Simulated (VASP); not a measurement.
# ReS (Fm-3m) in VASP: notebook, part 2 of 2

VASP 6.6.1. Earlier steps stand in the parts before.

### 3 Single point, PBEsol, collinear spin

This run uses another cell than the first one, of 17.28 Å³/atom.

Input file INCAR:

```
ALGO = Normal
EDIFF = 1E-6
ENCUT = 520
GGA = PS
ISIF = 2
ISMEAR = 0
ISPIN = 2
LASPH = T
LCHARG = F
LMAXMIX = 4
LORBIT = 11
LREAL = F
LWAVE = F
MAGMOM = 3.5 0
NBANDS = 18
NELM = 150
PREC = Accurate
SIGMA = 0.1
```

Input file KPOINTS:

```
k-points
0
Gamma
  14 14 14
```

Input file POSCAR:

```
ReS
1.0
    0.0000000000      2.5855626348      2.5855626348
    2.5855626348      0.0000000000      2.5855626348
    2.5855626348      2.5855626348      0.0000000000
Re S
1 1
Direct
    0.0000000000      0.0000000000      0.0000000000
    0.5000000000      0.5000000000      0.5000000000
```

Potentials or basis: VASP PAW PBE potentials, release 64 (Re, S).

Launch:

```bash
$ cat potpaw_PBE.64/Re/POTCAR potpaw_PBE.64/S/POTCAR > POTCAR
$ mpirun -np 1 vasp_std > vasp.out
```

It took 3.5 min on 1 thread of Intel Xeon 8259CL, shared host; peak memory 0.24 GiB.

Results (log left out):

* Free energy: -15.4747 eV
* Pressure: -20.7 GPa
* Net moment: 1.98 μB per cell
* Site moments: Re +1.83; S +0.01 μB
* Valence electrons inside the program's atomic spheres: Re 5.55; S 3.57

Levels at points of the mesh, in eV from the Fermi level:
Spin up:
```csv
k point,band 6,band 7,band 8,band 9,band 10,band 11
"(0.00, 0.00, 0.00)",-2.71,-2.71,-2.33,-2.33,0.93,8.96
"(0.50, 0.00, 0.00)",-0.83,-0.42,2.31,3.87,3.87,5.71
"(0.50, 0.50, 0.00)",-1.48,-0.26,-0.26,-0.19,1.15,9.50
```
Spin down:
```
           k point  band 1  band 2  band 3  band 4  band 5  band 6  band 7  band 8  band 9  band 10
(0.00, 0.00, 0.00)  -15.71   -2.77   -2.77   -2.77   -1.58   -1.58   -1.58   -1.46   -1.46     1.47
(0.50, 0.00, 0.00)  -14.08   -8.14   -5.60   -5.60    0.50    0.50    0.83    2.63    4.53     4.53
(0.50, 0.50, 0.00)  -14.41   -6.33   -4.09   -4.09   -3.23   -0.56    0.63    1.17    1.17     2.01
```

Caveat: the cell stands under tension; the PAW data sets were made with another functional, which shifts forces and pressure a little; spin-orbit coupling is left out, which moves the levels of the heavy elements.

### 4 Single point, PBEsol, collinear spin

This run uses another cell than the first one, of 18.73 Å³/atom.

Input file INCAR:

```
SYSTEM = ReS
PREC = Accurate ; ENCUT = 520
EDIFF = 1E-7 ; ISMEAR = 0
SIGMA = 0.1 ; LREAL = .FALSE.
LASPH = .TRUE. ; NELM = 150
ALGO = Normal ; ISIF = 2
LWAVE = .FALSE. ; LCHARG = .FALSE.
ISPIN = 2 ; MAGMOM = 3.5 0
LORBIT = 11 ; LMAXMIX = 4
GGA = PS ; NBANDS = 18
```

Input file KPOINTS:

```
Automatic mesh
0
G
  14 14 14
  0 0 0
```

Input file POSCAR:

```
ReS
1.0
    0.0000000000      2.6554763121      2.6554763121
    2.6554763121      0.0000000000      2.6554763121
    2.6554763121      2.6554763121      0.0000000000
Re S
1 1
Direct
    0.0000000000      0.0000000000      0.0000000000
    0.5000000000      0.5000000000      0.5000000000
```

Potentials or basis: VASP PAW PBE potentials, release 64 (Re, S).

Launch:

```bash
$ cat potpaw_PBE.64/Re/POTCAR potpaw_PBE.64/S/POTCAR > POTCAR
$ mpirun -np 1 vasp_std > vasp.out
```

OUTCAR:

```text
SYSTEM = ReS
   PREC = Accurate
   ENCUT = 520
   EDIFF = 1E-7
   ISMEAR = 0
   LREAL = .FALSE.
   LASPH = .TRUE.
   NELM = 150
   ISIF = 2
   ISPIN = 2
   LORBIT = 11
   GGA = PS

 ion  position               nearest neighbor table
   1  0.000  0.000  0.000-   2 2.66   2 2.66   2 2.66   2 2.66   2 2.66   2 2.66
   2  0.500  0.500  0.500-   1 2.66   1 2.66   1 2.66   1 2.66   1 2.66   1 2.66

  LATTYP: Found a face centered cubic cell.
 ALAT       =     5.3109526242

  Lattice vectors:

 A1 = (   0.0000000000,   2.6554763121,   2.6554763121)
 A2 = (   2.6554763121,   0.0000000000,   2.6554763121)
 A3 = (   2.6554763121,   2.6554763121,   0.0000000000)

[... 1220 lines left out ...]

 VOLUME and BASIS-vectors are now :
 -----------------------------------------------------------------------------
  energy-cutoff  :      520.00
  volume of cell :       37.45
      direct lattice vectors                 reciprocal lattice vectors
     0.000000000  2.655476312  2.655476312    -0.188290138  0.188290138  0.188290138
     2.655476312  0.000000000  2.655476312     0.188290138 -0.188290138  0.188290138
     2.655476312  2.655476312  0.000000000     0.188290138  0.188290138 -0.188290138

 POSITION                                       TOTAL-FORCE (eV/Angst)
 -----------------------------------------------------------------------------------
      0.00000      0.00000      0.00000         0.000000     -0.000000      0.000000
      2.65548      2.65548      2.65548        -0.000000      0.000000     -0.000000
 -----------------------------------------------------------------------------------
    total drift:                                0.000000      0.000000      0.000000

  FREE ENERGIE OF THE ION-ELECTRON SYSTEM (eV)
  ---------------------------------------------------
  free  energy   TOTEN  =       -15.0579246489 eV

  energy  without entropy=      -15.0470882613  energy(sigma->0) =      -15.05250646

 total charge

# of ion       s       p       d       tot
------------------------------------------
    1        0.409   0.261   4.737   5.407
    2        1.314   2.232   0.000   3.546
--------------------------------------------------
tot          1.724   2.493   4.737   8.953

 magnetization (x)

# of ion       s       p       d       tot
------------------------------------------
    1        0.096   0.014   1.976   2.087
    2        0.009  -0.006   0.000   0.003
--------------------------------------------------
tot          0.106   0.008   1.976   2.090
```

Wall time 3.6 min (1 thread of Intel Xeon 8259CL, shared host); peak memory 0.25 GiB.

What came out:

* Free energy: -15.0579 eV
* Pressure: -25.1 GPa
* Net moment: 2.27 μB per cell
* Site moments: Re +2.09; S +0.00 μB
* Valence electrons inside the program's atomic spheres: Re 5.41; S 3.55

Levels at points of the mesh, in eV from the Fermi level:
Spin up:
```tsv
k point	band 5	band 6	band 7	band 8	band 9	band 10	band 11	band 12
(0.00, 0.00, 0.00)	-2.53	-2.53	-2.53	-2.20	-2.20	0.32	8.97	11.27
(0.50, 0.00, 0.00)	-0.93	-0.93	-0.59	2.31	3.26	3.26	5.59	5.59
(0.50, 0.50, 0.00)	-3.81	-1.47	-0.45	-0.45	-0.36	0.63	8.90	9.24
```
Spin down:
```tsv
k point	band 2	band 3	band 4	band 5	band 6	band 7	band 8	band 9
(0.00, 0.00, 0.00)	-2.67	-2.67	-2.67	-1.23	-1.23	-1.23	-1.15	-1.15
(0.50, 0.00, 0.00)	-7.54	-5.14	-5.14	0.58	0.58	0.84	2.67	4.05
(0.50, 0.50, 0.00)	-5.91	-3.87	-3.87	-2.71	-0.37	0.60	1.16	1.16
```

Caveat: the cell stands under tension; the PAW data sets were made with another functional, which shifts forces and pressure a little; spin-orbit coupling is left out, which moves the levels of the heavy elements.

### 5 Summary

| cell | gap on the mesh (eV) | pressure (GPa) | moment (μB) |
| --- | --- | --- | --- |
| a = 3.573 Å, angles 60.0°, 2 atoms | none | -15.1 | 1.45 |
| a = 3.657 Å, angles 60.0°, 2 atoms | none | -20.7 | 1.98 |
| a = 3.755 Å, angles 60.0°, 2 atoms | none | -25.1 | 2.27 |

Alike in all rows: task single point; level PBEsol; potentials or basis VASP PAW PBE potentials, release 64 (Re, S); spin collinear; k mesh 14 × 14 × 14; cutoff (eV) 520; smearing gaussian 0.1 eV.

Caveats: the cell stands under tension; the PAW data sets were made with another functional, which shifts forces and pressure a little; spin-orbit coupling is left out, which moves the levels of the heavy elements.

Absolute energies hang on the potentials; compare differences alone.
